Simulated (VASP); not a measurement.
## EuS: single point with PBE+U

Crystal: EuS.

```
Eu S
1.0
     0.00000    3.03054    3.03054
     3.03054    0.00000    3.03054
     3.03054    3.03054    0.00000
Eu S
1 1
Direct
  0.00000 0.00000 0.00000
  0.50000 0.50000 0.50000
```

```
Program             : VASP 6.6.1
Task                : single point
Functional          : PBE
Potentials or basis : VASP PAW PBE potentials, release 64 (Eu, S)
Cutoff              : 600 eV
k mesh              : 7 × 7 × 7
Occupations         : fermi-dirac, width 0.1 eV
Spin                : collinear spin, ferromagnetic start
Starting moments    : [4.9, 0.0] μB
Hubbard terms       : Eu f U = 5.0 eV
```

| Property | Result |
| --- | --- |
| Pressure | -1.8 GPa |
| Band gap on the k mesh | 0.49 eV, indirect (least direct gap 0.71 eV) |
| Net moment | 7.00 μB per cell |
| Site moments | Eu +6.71; S -0.06 μB |
| Valence electrons inside the program's atomic spheres | Eu 14.85; S 3.75 |

Levels at points of the mesh, in eV from the valence-band top:
Spin up:
| k point | band 12 | band 13 | band 14 | band 15 | band 16 | band 17 | band 18 | band 19 |
| --- | --- | --- | --- | --- | --- | --- | --- | --- |
| (0.00, 0.00, 0.00) | -0.46 | 0.00 | 0.00 | 0.00 | 1.65 | 2.25 | 2.25 | 2.25 |
Spin down:
```tsv
k point	band 5	band 6	band 7	band 8	band 9	band 10	band 11	band 12
(0.00, 0.00, 0.00)	-12.39	-1.61	-1.61	-1.61	2.08	2.90	2.90	2.90
```

Eigenvalues of the final occupation matrices:
```tsv
site	spin	trace	eigenvalues
site 1 f	1	6.82	0.97 0.97 0.97 0.97 0.98 0.98 0.98
site 1 f	2	0.01	0.00 0.00 0.00 0.00 0.00 0.00 0.00
```

Run time: 60 s on 1 thread of Intel(R) Xeon(R) Platinum 8488C (Sapphire Rapids), on a shared host, peak memory 0.26 GiB.

Caveat: spin-orbit coupling is left out, which moves the levels of the heavy elements; a cell with one magnetic atom can't hold antiferromagnetic order, which such compounds often take. The state reached can hang on the start; a lower one may exist.
